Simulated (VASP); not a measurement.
# MgB2 (P6/mmm) in VASP: a series of runs

MgB2 is run at these levels: PBEsol; tasks: single point.

Program: VASP 6.6.1. These are calculated values, not measurements. Logs are shortened: lines on timing, memory, paths and dates and some standing lists are left out, and cuts for length are marked.

## 1. The cell of the first run

Symmetry: P6/mmm, No. 191, hexagonal system. Conventional cell: a = 3.033 Å, b = 3.033 Å, c = 3.424 Å, α = 90.00°, β = 90.00°, γ = 120.00°. Within 3.2 Å of Mg (site symmetry 6/mmm) lie 12 B at 2.45 Å and 6 Mg at 3.03 Å. B (site symmetry -6m2) has 3 B at 1.75 Å within 2.3 Å.

## 2. Single point, PBEsol (9.09 Å³/atom)

INCAR reads:

```
SYSTEM = MgB2
  PREC = Accurate
  ENCUT = 520
  EDIFF = 1E-6
  ISMEAR = 0
  SIGMA = 0.05
  LREAL = .False.
  LASPH = .True.
  NELM = 100
  ALGO = Normal
  ISIF = 2
  LWAVE = .False.
  LCHARG = .False.
  GGA = PS
  NBANDS = 11
```

KPOINTS reads:

```
Automatic mesh
0
Gamma
  12 12 10
  0 0 0
```

POSCAR reads:

```
MgB2
1.0
    3.0325072419      0.0000000000      0.0000000000
   -1.5162536209      2.6262283087      0.0000000000
    0.0000000000      0.0000000000      3.4239799716
Mg B
1 2
Direct
    0.0000000000      0.0000000000      0.0000000000
    0.3333333333      0.6666666667      0.5000000000
    0.6666666667      0.3333333333      0.5000000000
```

Potentials or basis: VASP PAW PBE potentials, release 64 (Mg, B).

Launch:

```console
cat potpaw_PBE.64/Mg/POTCAR potpaw_PBE.64/B/POTCAR > POTCAR
mpirun -np 1 vasp_std > vasp.out
```

OUTCAR:

```text
SYSTEM = MgB2
   PREC = Accurate
   ENCUT = 520
   EDIFF = 1E-6
   ISMEAR = 0
   LREAL = .False.
   LASPH = .True.
   NELM = 100
   ISIF = 2
   GGA = PS

 ion  position               nearest neighbor table
   1  0.000  0.000  0.000-   2 2.45   3 2.45   2 2.45   3 2.45   3 2.45   3 2.45   2 2.45   2 2.45
                             3 2.45   3 2.45   2 2.45   2 2.45
   2  0.333  0.667  0.500-   3 1.75   3 1.75   3 1.75   1 2.45   1 2.45   1 2.45   1 2.45   1 2.45
                             1 2.45
   3  0.667  0.333  0.500-   2 1.75   2 1.75   2 1.75   1 2.45   1 2.45   1 2.45   1 2.45   1 2.45
                             1 2.45

  LATTYP: Found a hexagonal cell.
 ALAT       =     3.0325072419
 C/A-ratio  =     1.1290921005

  Lattice vectors:

 A1 = (   3.0325072419,   0.0000000000,   0.0000000000)
 A2 = (  -1.5162536209,   2.6262283087,   0.0000000000)
 A3 = (   0.0000000000,   0.0000000000,   3.4239799716)

Analysis of symmetry for initial positions (statically):
=====================================================================
 Subroutine PRICEL returns:
 Original cell was already a primitive cell.

 Routine SETGRP: Setting up the symmetry group for a
 hexagonal supercell.

 Subroutine GETGRP returns: Found 24 space group operations
 (whereof 24 operations were pure point group operations)
 out of a pool of 24 trial point group operations.

The static configuration has the point symmetry D_6h.

Analysis of symmetry for dynamics (positions and initial velocities):
=====================================================================
 Subroutine PRICEL returns:
 Original cell was already a primitive cell.

 Routine SETGRP: Setting up the symmetry group for a
 hexagonal supercell.

 Subroutine GETGRP returns: Found 24 space group operations
 (whereof 24 operations were pure point group operations)
 out of a pool of 24 trial point group operations.

The dynamic configuration has the point symmetry D_6h.

 Subroutine INISYM returns: Found 24 space group operations
 (whereof 24 operations are pure point group operations),
 and found     1 'primitive' translations

----------------------------------------------------------------------------------------

                                     Primitive cell

  volume of cell :      27.2688

  direct lattice vectors                    reciprocal lattice vectors
     3.032507242  0.000000000  0.000000000     0.329760136  0.190387103  0.000000000
    -1.516253621  2.626228309  0.000000000     0.000000000  0.380774206  0.000000000
     0.000000000  0.000000000  3.423979972     0.000000000  0.000000000  0.292057783

  length of vectors
     3.032507242  3.032507242  3.423979972     0.380774206  0.380774206  0.292057783

  position of ions in fractional coordinates (direct lattice)
     0.000000000  0.000000000  0.000000000
     0.333333333  0.666666667  0.500000000
     0.666666667  0.333333333  0.500000000

  ion indices of the primitive-cell ions
   primitive index   ion index
                 1           1
                 2           2
                 3           3

----------------------------------------------------------------------------------------

 KPOINTS: Automatic mesh

Automatic generation of k-mesh.
 Grid dimensions read from file:
 generate k-points for:   12   12   10

 Generating k-lattice:

  Cartesian coordinates                     Fractional coordinates (reciprocal lattice)
     0.027480011  0.015865592  0.000000000     0.083333333  0.000000000  0.000000000
     0.000000000  0.031731184  0.000000000     0.000000000  0.083333333  0.000000000
     0.000000000  0.000000000  0.029205778     0.000000000  0.000000000  0.100000000

  Length of vectors
     0.031731184  0.031731184  0.029205778

  Shift w.r.t. Gamma in fractional coordinates (k-lattice)
     0.000000000  0.000000000  0.000000000

 Subroutine IBZKPT returns following result:
 ===========================================

 Found    114 irreducible k-points:

 Following reciprocal coordinates:
            Coordinates               Weight
  0.000000  0.000000  0.000000      1.000000
  0.083333 -0.000000  0.000000      6.000000
  0.166667  0.000000  0.000000      6.000000
  0.250000  0.000000  0.000000      6.000000
  0.333333  0.000000  0.000000      6.000000
  0.416667  0.000000  0.000000      6.000000
[... 16 lines left out ...]
  0.250000  0.000000  0.100000     12.000000
  0.333333  0.000000  0.100000     12.000000
 [... further k-points ...]
   k-points           NKPTS =    114   k-points in BZ     NKDIM =    114   number of bands    NBANDS=     11
   number of dos      NEDOS =    301   number of ions     NIONS =      3
   total plane-waves  NPLWV =  16128
   dimension x,y,z NGX =    24 NGY =   24 NGZ =   28
   dimension x,y,z NGXF=    48 NGYF=   48 NGZF=   56
   ions per type =               1   2
   NGX,Y,Z   is equivalent  to a cutoff of  13.16, 13.16, 13.59 a.u.
   NGXF,Y,Z  is equivalent  to a cutoff of  26.31, 26.31, 27.19 a.u.
 SYSTEM =  MgB2
   PREC   = accura    normal or accurate (medium, high low for compatibility)
   ISTART =      0    job   : 0-new  1-cont  2-samecut
   ICHARG =      2    charge: 1-file 2-atom 10-const
   ISPIN  =      1    spin polarized calculation?
   LNONCOLLINEAR =      F non collinear calculations
   LSORBIT =      F    spin-orbit coupling
   LASPH  =      T    aspherical Exc in radial PAW
   ENCUT  =  520.0 eV  38.22 Ry    6.18 a.u.   5.64  5.64  6.37*2*pi/ulx,y,z
   NELM   =    100;   NELMIN=  2; NELMDL= -5     # of ELM steps
   EDIFF  = 0.1E-05   stopping-criterion for ELM
   LREAL  =      F    real-space projection
   EDIFFG = 0.1E-04   stopping-criterion for IOM
   NSW    =      0    number of steps for IOM
   IBRION =     -1    ionic relax: 0-MD 1-quasi-New 2-CG
   NFREE  =      0    steps in history (QN), initial steepest desc. (CG)
   ISIF   =      2    stress and relaxation
   ISYM   =      2    0-nonsym 1-usesym 2-fastsym
   POTIM  = 0.5000    time-step for ionic-motion
   TEBEG  =    0.0;   TEEND  =   0.0 temperature during run
   PSTRESS=    0.0 pullay stress
   NELECT =       8.0000    total number of electrons
   NUPDOWN=      -1.0000    fix difference up-down
   EMIN   =  10.00;   EMAX   =-10.00  energy-range for DOS
   EFERMI =   0.00;   METHOD = LEGACY
   ISMEAR =     0;   SIGMA  =   0.05  broadening in eV -4-tet -1-fermi 0-gaus
   EFERMI_NEDOS =   21; number of points for ismear=-14 and -15
   IALGO  =     38    algorithm
   IMIX   =      4    mixing-type and parameters
     AMIX     =   0.40;   BMIX     =  1.00
     AMIX_MAG =   1.60;   BMIX_MAG =  1.00
  volume/ion in A,a.u.               =       9.09        61.34
  Fermi-wavevector in a.u.,A,eV,Ry     =   1.087801  2.055647 16.099938  1.183312
  Thomas-Fermi vector in A             =   2.223969
   LORBIT       =      0    0 simple, 1 ext, 2 COOP (PROOUT), +10 PAW based schemes
   GGA     = PS    functional components
   LHFCALC =     F    Hartree Fock is set to
   AEXX    =    0.0000 exact exchange contribution
   IVDW    =     0    specifies the selected vdW correction
   LEPSILON=     F    determine dielectric tensor
   LRPA    =     F    only Hartree local field effects (RPA)
 non-spin polarized calculation
 Gauss-broadening in eV      SIGMA  =   0.05
  energy-cutoff  :      520.00
  volume of cell :       27.27
 maximum number of plane-waves:       751
 NGX is ok and might be reduce to    24
   NGX = 11   NGY = 11   NGZ = 13

 number of electron       8.0000000 magnetization

 Free energy of the ion-electron system (eV)
  ---------------------------------------------------
  ext. energy  EPLUGINS =         0.00000000
  ---------------------------------------------------
  free energy    TOTEN  =       -16.19965419 eV

  energy without entropy =      -16.19932097  energy(sigma->0) =      -16.19948758

 E-fermi :   5.5569     XC(G=0): -11.2492

 val. band max:        5.5296341980   @ k =   0.0833  -0.0000   0.2000
 cond. band min:       5.6792812581   @ k =   0.0833  -0.0000   0.3000
 fundamental gap:      0.1496470601
 Fermi energy:         5.5568960374

 k-point     1 :       0.0000    0.0000    0.0000
  band No.  band energies     occupation
      1      -7.1335      2.00000
      2       2.7052      2.00000
      3       5.9988      0.00000
      4       5.9988      0.00000
      5       7.6183      0.00000
      6      12.0767      0.00000
      7      12.0767      0.00000
      8      14.2576      0.00000
      9      16.0753      0.00000
     10      18.7588      0.00000
     11      22.3682      0.00000

 k-point     2 :       0.0833   -0.0000    0.0000
  band No.  band energies     occupation
      1      -7.0091      2.00000
      2       2.8256      2.00000
      3       5.3726      2.00000
      4       5.7001      0.00005
      5       7.7177      0.00000
      6      12.0329      0.00000
      7      12.6301      0.00000
      8      14.5013      0.00000
      9      15.6228      0.00000
     10      19.3640      0.00000
     11      21.8679      0.00000

 k-point     3 :       0.1667    0.0000    0.0000
  band No.  band energies     occupation
      1      -6.6373      2.00000
      2       3.1840      2.00000
      3       3.9039      2.00000
      4       5.0457      2.00000
      5       8.0330      0.00000
      6      11.7173      0.00000
      7      14.0382      0.00000
      8      14.4182      0.00000
      9      15.1010      0.00000
     10      20.8932      0.00000
     11      20.9958      0.00000
[... 267 lines left out ...]
 k-point    23 :       0.2500    0.0000    0.1000
  band No.  band energies     occupation
      1      -5.9345      2.00000
      2       2.2007      2.00000
      3       3.1076      2.00000
      4       4.3949      2.00000
      5       9.3086      0.00000
      6      11.3611      0.00000
      7      12.2740      0.00000
      8      15.9594      0.00000
      9      15.9684      0.00000
     10      19.4863      0.00000
     11      19.5033      0.00000

 k-point    24 :       0.3333    0.0000    0.1000
  band No.  band energies     occupation
      1      -5.0888      2.00000
      2       0.4534      2.00000
      3       3.8465      2.00000
      4       3.9062      2.00000
      5       9.5105      0.00000
      6      10.5818      0.00000
      7      11.4732      0.00000
      8      15.4984      0.00000
      9      18.0070      0.00000
     10      19.0199      0.00000
     11      19.0327      0.00000

 [... further k-points ...]

------------------------ aborting loop because EDIFF is reached ----------------------------------------

  FORCE on cell =-STRESS in cart. coord.  units (eV):
  Direction    XX          YY          ZZ          XY          YZ          ZX
  --------------------------------------------------------------------------------------
  -------------------------------------------------------------------------------------
  Total        1.1295653      1.1295653      1.0822363      0.0000000      0.0000000      0.0000000
  in kB       66.3676418     66.3676418     63.5868242      0.0000000      0.0000000      0.0000000
  external PRESSURE =      65.4407026 kB  Pullay stress =       0.0000000 kB

 VOLUME and BASIS-vectors are now :
 -----------------------------------------------------------------------------
  energy-cutoff  :      520.00
  volume of cell :       27.27
      direct lattice vectors                 reciprocal lattice vectors
     3.032507242  0.000000000  0.000000000     0.329760136  0.190387103  0.000000000
    -1.516253621  2.626228309  0.000000000     0.000000000  0.380774206  0.000000000
     0.000000000  0.000000000  3.423979972     0.000000000  0.000000000  0.292057783

 POSITION                                       TOTAL-FORCE (eV/Angst)
 -----------------------------------------------------------------------------------
      0.00000      0.00000      0.00000         0.000000      0.000000      0.000000
     -0.00000      1.75082      1.71199         0.000000      0.000000      0.000000
      1.51625      0.87541      1.71199        -0.000000     -0.000000      0.000000
 -----------------------------------------------------------------------------------
    total drift:                                0.000000     -0.000000      0.000000

  FREE ENERGIE OF THE ION-ELECTRON SYSTEM (eV)
  ---------------------------------------------------
  free  energy   TOTEN  =       -16.1996541875 eV

  energy  without entropy=      -16.1993209693  energy(sigma->0) =      -16.19948758
```

Wall time 30 s (1 thread of Intel Xeon 8259CL, shared host); peak memory 0.17 GiB.

What came out:

```yaml
Free_energy: -16.1997 eV
Pressure: 6.5 GPa
Band_gap_on_the_k_mesh: zero (bands 4 and 5 overlap by 4.06 eV)
```

Levels at points of the mesh, in eV from the Fermi level:
| k point | band 2 | band 3 | band 4 | band 5 | band 6 | band 7 |
| --- | --- | --- | --- | --- | --- | --- |
| (0.00, 0.00, 0.00) | -2.85 | 0.44 | 0.44 | 2.06 | 6.52 | 6.52 |
| (0.50, 0.00, 0.00) | -8.03 | -2.20 | 0.36 | 3.38 | 3.99 | 5.86 |
| (0.00, 0.00, 0.50) | -7.62 | 0.87 | 0.87 | 6.83 | 6.83 | 8.28 |
| (0.50, 0.00, 0.50) | -7.04 | -3.66 | -1.89 | -1.28 | 6.11 | 9.31 |

Caveat: the cell stands under pressure; the PAW data sets were made with another functional, which shifts forces and pressure a little.

[end of part 1 of 2]
